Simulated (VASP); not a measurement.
# Tl (Fd-3m) in VASP: relaxation of cell and atoms with r2SCAN

Aim: the relaxation of cell and atoms of Tl with r2SCAN.

Everything below comes from runs of VASP 6.6.1. Logs are shortened: lines on timing, memory, paths and dates and some standing lists are left out, and cuts for length are marked.

### Step 1. The cell of the first run

Symmetry: Fd-3m, No. 227, cubic system. The conventional cell has a = 6.715 Å, b = 6.715 Å, c = 6.715 Å, α = 90.00°, β = 90.00°, γ = 90.00°. Tl (site symmetry -43m) has 4 Tl at 2.91 Å within 3.8 Å.

### Step 2. Relaxation of cell and atoms, r2SCAN

The input, POSCAR:

```
Tl
1.0
    0.0000000000      3.3575531457      3.3575531457
    3.3575531457      0.0000000000      3.3575531457
    3.3575531457      3.3575531457      0.0000000000
Tl
2
Direct
    0.1250000000      0.1250000000      0.1250000000
    0.8750000000      0.8750000000      0.8750000000
```

The input, INCAR.step1:

```
SYSTEM = Tl
ALGO = Normal
EDIFF = 1E-5
EDIFFG = -0.005
ENCUT = 550
GGA = PE
GGA_COMPAT = .FALSE.
IBRION = 2
ISIF = 3
ISMEAR = -1
LASPH = .TRUE.
LCHARG = .FALSE.
LREAL = .FALSE.
LWAVE = .TRUE.
NELM = 120
NELMIN = 4
NSW = 100
PREC = Accurate
SIGMA = 0.1
```

The input, INCAR.step2:

```
SYSTEM = Tl
ALGO = Normal
EDIFF = 1E-7
EDIFFG = -0.01
ENCUT = 550
GGA_COMPAT = .FALSE.
IBRION = 2
ISIF = 3
ISMEAR = -1
ISTART = 1
LASPH = .TRUE.
LCHARG = .FALSE.
LMIXTAU = .TRUE.
LREAL = .FALSE.
LWAVE = .FALSE.
METAGGA = R2SCAN
NELM = 120
NELMIN = 4
NSW = 80
PREC = Accurate
SIGMA = 0.1
```

The input, KPOINTS:

```
k-points
0
G
  8 8 8
  0 0 0
```

Potentials or basis: VASP PAW PBE potentials, release 64 (Tl_d).

Launch:

```bash
$ cat potpaw_PBE.64/Tl_d/POTCAR > POTCAR
$ cp INCAR.step1 INCAR
$ mpirun -np 1 vasp_std > vasp.out
$ cp INCAR.step2 INCAR
$ mpirun -np 1 vasp_std > vasp.out
```

OUTCAR:

```text
SYSTEM = Tl
   EDIFF = 1E-7
   EDIFFG = -0.01
   ENCUT = 550
   IBRION = 2
   ISIF = 3
   ISMEAR = -1
   ISTART = 1
   LASPH = .TRUE.
   LREAL = .FALSE.
   METAGGA = R2SCAN
   NELM = 120
   NELMIN = 4
   NSW = 80
   PREC = Accurate

 ion  position               nearest neighbor table
   1  0.125  0.125  0.125-   2 2.91   2 2.91   2 2.91   2 2.91
   2  0.875  0.875  0.875-   1 2.91   1 2.91   1 2.91   1 2.91

  LATTYP: Found a face centered cubic cell.
 ALAT       =     6.7151062914

  Lattice vectors:

 A1 = (   0.0000000000,   3.3575531457,   3.3575531457)
 A2 = (   3.3575531457,   0.0000000000,   3.3575531457)
 A3 = (   3.3575531457,   3.3575531457,   0.0000000000)

Analysis of symmetry for initial positions (statically):
=====================================================================
 Subroutine PRICEL returns:
 Original cell was already a primitive cell.

 Routine SETGRP: Setting up the symmetry group for a
 face centered cubic supercell.

 Subroutine GETGRP returns: Found 48 space group operations
 (whereof 12 operations were pure point group operations)
 out of a pool of 48 trial point group operations.

The static configuration has the point symmetry D_3d.
 The point group associated with its full space group is O_h .

Analysis of symmetry for dynamics (positions and initial velocities):
=====================================================================
 Subroutine PRICEL returns:
 Original cell was already a primitive cell.

 Routine SETGRP: Setting up the symmetry group for a
 face centered cubic supercell.

 Subroutine GETGRP returns: Found 48 space group operations
 (whereof 12 operations were pure point group operations)
 out of a pool of 48 trial point group operations.

The dynamic configuration has the point symmetry D_3d.
 The point group associated with its full space group is O_h .

 Subroutine INISYM returns: Found 48 space group operations
 (whereof 12 operations are pure point group operations),
 and found     1 'primitive' translations

----------------------------------------------------------------------------------------

                                     Primitive cell

  volume of cell :      75.7005

  direct lattice vectors                    reciprocal lattice vectors
     0.000000000  3.357553146  3.357553146    -0.148917970  0.148917970  0.148917970
     3.357553146  0.000000000  3.357553146     0.148917970 -0.148917970  0.148917970
     3.357553146  3.357553146  0.000000000     0.148917970  0.148917970 -0.148917970

  length of vectors
     4.748297195  4.748297195  4.748297195     0.257933491  0.257933491  0.257933491

  position of ions in fractional coordinates (direct lattice)
     0.125000000  0.125000000  0.125000000
     0.875000000  0.875000000  0.875000000

  ion indices of the primitive-cell ions
   primitive index   ion index
                 1           1
                 2           2

----------------------------------------------------------------------------------------

 KPOINTS: k-points

Automatic generation of k-mesh.
 Grid dimensions read from file:
 generate k-points for:    8    8    8

 Generating k-lattice:

  Cartesian coordinates                     Fractional coordinates (reciprocal lattice)
    -0.018614746  0.018614746  0.018614746     0.125000000  0.000000000  0.000000000
     0.018614746 -0.018614746  0.018614746     0.000000000  0.125000000  0.000000000
     0.018614746  0.018614746 -0.018614746     0.000000000  0.000000000  0.125000000

  Length of vectors
     0.032241686  0.032241686  0.032241686

  Shift w.r.t. Gamma in fractional coordinates (k-lattice)
     0.000000000  0.000000000  0.000000000

 Subroutine IBZKPT returns following result:
 ===========================================

 Found     29 irreducible k-points:

 Following reciprocal coordinates:
            Coordinates               Weight
  0.000000  0.000000  0.000000      1.000000
  0.125000  0.000000  0.000000      8.000000
  0.250000  0.000000  0.000000      8.000000
  0.375000  0.000000  0.000000      8.000000
  0.500000  0.000000  0.000000      4.000000
  0.125000  0.125000  0.000000      6.000000
[... 16 lines left out ...]
  0.500000  0.250000  0.125000     48.000000
 -0.375000  0.250000  0.125000     24.000000
 [... further k-points ...]
   k-points           NKPTS =     29   k-points in BZ     NKDIM =     29   number of bands    NBANDS=     17
   number of dos      NEDOS =    301   number of ions     NIONS =      2
   total plane-waves  NPLWV =  46656
   dimension x,y,z NGX =    36 NGY =   36 NGZ =   36
   dimension x,y,z NGXF=    72 NGYF=   72 NGZF=   72
   ions per type =               2
   NGX,Y,Z   is equivalent  to a cutoff of  12.60, 12.60, 12.60 a.u.
   NGXF,Y,Z  is equivalent  to a cutoff of  25.21, 25.21, 25.21 a.u.
 SYSTEM =  Tl
   PREC   = accura    normal or accurate (medium, high low for compatibility)
   ISTART =      1    job   : 0-new  1-cont  2-samecut
   ICHARG =      0    charge: 1-file 2-atom 10-const
   ISPIN  =      1    spin polarized calculation?
   LNONCOLLINEAR =      F non collinear calculations
   LSORBIT =      F    spin-orbit coupling
   LASPH  =      T    aspherical Exc in radial PAW
   ENCUT  =  550.0 eV  40.42 Ry    6.36 a.u.   9.08  9.08  9.08*2*pi/ulx,y,z
   NELM   =    120;   NELMIN=  4; NELMDL=  0     # of ELM steps
   EDIFF  = 0.1E-06   stopping-criterion for ELM
   LREAL  =      F    real-space projection
   EDIFFG = -.1E-01   stopping-criterion for IOM
   NSW    =     80    number of steps for IOM
   IBRION =      2    ionic relax: 0-MD 1-quasi-New 2-CG
   NFREE  =      1    steps in history (QN), initial steepest desc. (CG)
   ISIF   =      3    stress and relaxation
   ISYM   =      2    0-nonsym 1-usesym 2-fastsym
   POTIM  = 0.5000    time-step for ionic-motion
   TEBEG  =    0.0;   TEEND  =   0.0 temperature during run
   PSTRESS=    0.0 pullay stress
   NELECT =      26.0000    total number of electrons
   NUPDOWN=      -1.0000    fix difference up-down
   EMIN   =  10.00;   EMAX   =-10.00  energy-range for DOS
   EFERMI =   0.00;   METHOD = LEGACY
   ISMEAR =    -1;   SIGMA  =   0.10  broadening in eV -4-tet -1-fermi 0-gaus
   EFERMI_NEDOS =   21; number of points for ismear=-14 and -15
   IALGO  =     38    algorithm
   IMIX   =      4    mixing-type and parameters
     AMIX     =   0.40;   BMIX     =  1.00
     AMIX_MAG =   1.60;   BMIX_MAG =  1.00
  volume/ion in A,a.u.               =      37.85       255.43
  Fermi-wavevector in a.u.,A,eV,Ry     =   1.146480  2.166533 17.883713  1.314416
  Thomas-Fermi vector in A             =   2.283164
   LORBIT       =      0    0 simple, 1 ext, 2 COOP (PROOUT), +10 PAW based schemes
   METAGGA = R2SCAN    functional components
   LHFCALC =     F    Hartree Fock is set to
   AEXX    =    0.0000 exact exchange contribution
   IVDW    =     0    specifies the selected vdW correction
   LEPSILON=     F    determine dielectric tensor
   LRPA    =     F    only Hartree local field effects (RPA)
 conjugate gradient relaxation of ions
 non-spin polarized calculation
  energy-cutoff  :      550.00
  volume of cell :       75.70
 maximum number of plane-waves:      2252
   NGX = 19   NGY = 19   NGZ = 19

--------------------------------------- Ionic step        1  -------------------------------------------

 number of electron      26.0000003 magnetization

 Free energy of the ion-electron system (eV)
  ---------------------------------------------------
  ext. energy  EPLUGINS =         0.00000000
  ---------------------------------------------------
  free energy    TOTEN  =      -105.52487507 eV

  energy without entropy =     -105.47212524  energy(sigma->0) =     -105.49850016

------------------------ aborting loop because EDIFF is reached ----------------------------------------

  FORCE on cell =-STRESS in cart. coord.  units (eV):
  Direction    XX          YY          ZZ          XY          YZ          ZX
  --------------------------------------------------------------------------------------
  -------------------------------------------------------------------------------------
  Total        1.1900533      1.1900533      1.1900533     -0.0000000     -0.0000000     -0.0000000
  in kB       25.1871082     25.1871082     25.1871082     -0.0000000     -0.0000000     -0.0000000
  external PRESSURE =      25.1871082 kB  Pullay stress =       0.0000000 kB
[... 57 lines left out ...]
  energy  without entropy=     -105.5244526707  energy(sigma->0) =     -105.55312392

--------------------------------------- Ionic step        3  -------------------------------------------

 number of electron      25.9999992 magnetization

 Free energy of the ion-electron system (eV)
  ---------------------------------------------------
  ext. energy  EPLUGINS =         0.00000000
  ---------------------------------------------------
  free energy    TOTEN  =      -105.58367096 eV

  energy without entropy =     -105.52507408  energy(sigma->0) =     -105.55437252

 E-fermi :   3.0045     XC(G=0):  -8.6496

 val. band max:        2.9163324157   @ k =   0.3750   0.3750   0.0000
 cond. band min:       3.0224801690   @ k =  -0.2500   0.3750   0.1250
 fundamental gap:      0.1061477533
 Fermi energy:         3.0045298675

 k-point     1 :       0.0000    0.0000    0.0000
  band No.  band energies     occupation
      1      -9.3688      2.00000
      2      -9.3688      2.00000
      3      -9.3688      2.00000
      4      -9.2862      2.00000
      5      -9.2862      2.00000
      6      -8.6816      2.00000
[... 9 lines left out ...]
     16       7.2289      0.00000
     17       7.2289      0.00000
[... 443 lines left out ...]
      1      -9.4931      2.00000
      2      -9.4601      2.00000
      3      -9.2794      2.00000
      4      -9.1080      2.00000
      5      -9.0666      2.00000
      6      -8.9563      2.00000
[... 9 lines left out ...]
     16       7.6974      0.00000
     17       9.5907      0.00000

 [... further k-points ...]

------------------------ aborting loop because EDIFF is reached ----------------------------------------

  FORCE on cell =-STRESS in cart. coord.  units (eV):
  Direction    XX          YY          ZZ          XY          YZ          ZX
  --------------------------------------------------------------------------------------
  -------------------------------------------------------------------------------------
  Total       -0.0131516     -0.0131516     -0.0131516     -0.0000000     -0.0000000     -0.0000000
  in kB       -0.2503537     -0.2503537     -0.2503537     -0.0000000     -0.0000000     -0.0000000
  external PRESSURE =      -0.2503537 kB  Pullay stress =       0.0000000 kB
[... 17 lines left out ...]
  FREE ENERGIE OF THE ION-ELECTRON SYSTEM (eV)
  ---------------------------------------------------
  free  energy   TOTEN  =      -105.5836709634 eV

  energy  without entropy=     -105.5250740819  energy(sigma->0) =     -105.55437252

 reached required accuracy - stopping structural energy minimisation
```

It took 7 min on 1 thread of AMD EPYC 9R45 (Zen 5), shared host; peak memory 0.21 GiB.

Results:

```
Free energy                            : -105.5837 eV
Relaxed volume                         : 42.08 Å³/atom
Relaxed cell                           : a = 4.919 Å, b = 4.919 Å, c = 4.919 Å, α = 60.00°, β = 60.00°, γ = 60.00°
Space group after relaxing (to 0.05 Å) : Fd-3m (No. 227)
Energy gained by relaxing              : 29.4 meV/atom
Ionic steps                            : 3
Pressure after relaxing                : 0.0 GPa
Band gap on the k mesh                 : zero (band 13 reaches 5.47 eV, above the bottom of band 14 at 2.10 eV)
```

The path:
| step | energy change (eV) | largest force (eV/Å) | pressure (GPa) | volume (Å³) |
| --- | --- | --- | --- | --- |
| 1 | 0.0000 | 0.0000 | 2.52 | 75.70 |
| 2 | -0.0569 | 0.0000 | 0.38 | 82.41 |
| 3 | -0.0588 | 0.0000 | -0.03 | 84.17 |

Final structure:
```cif
data_structure
_symmetry_space_group_name_H-M 'P 1'
_symmetry_Int_Tables_number 1
_cell_length_a 4.9191
_cell_length_b 4.9191
_cell_length_c 4.9191
_cell_angle_alpha 60.000
_cell_angle_beta 60.000
_cell_angle_gamma 60.000
_cell_volume 84.17
loop_
_atom_site_label
_atom_site_type_symbol
_atom_site_fract_x
_atom_site_fract_y
_atom_site_fract_z
_atom_site_occupancy
Tl1 Tl 0.12500 0.12500 0.12500 1
Tl2 Tl 0.87500 0.87500 0.87500 1
```

Levels at points of the mesh, in eV from the Fermi level:
```csv
k point,band 9,band 10,band 11,band 12,band 13,band 14,band 15,band 16,band 17
"(0.00, 0.00, 0.00)",-11.59,-11.59,-9.21,-0.97,2.46,2.46,2.46,4.22,4.22
"(0.50, 0.00, 0.00)",-11.54,-11.54,-7.58,-4.91,0.97,1.11,1.11,5.30,5.30
"(0.50, 0.50, 0.00)",-11.50,-11.50,-6.20,-6.20,-0.33,-0.33,2.45,2.45,9.43
```

Caveat: the PAW data sets were made with another functional, which shifts forces and pressure a little; spin-orbit coupling is left out, which moves the levels of the heavy elements.
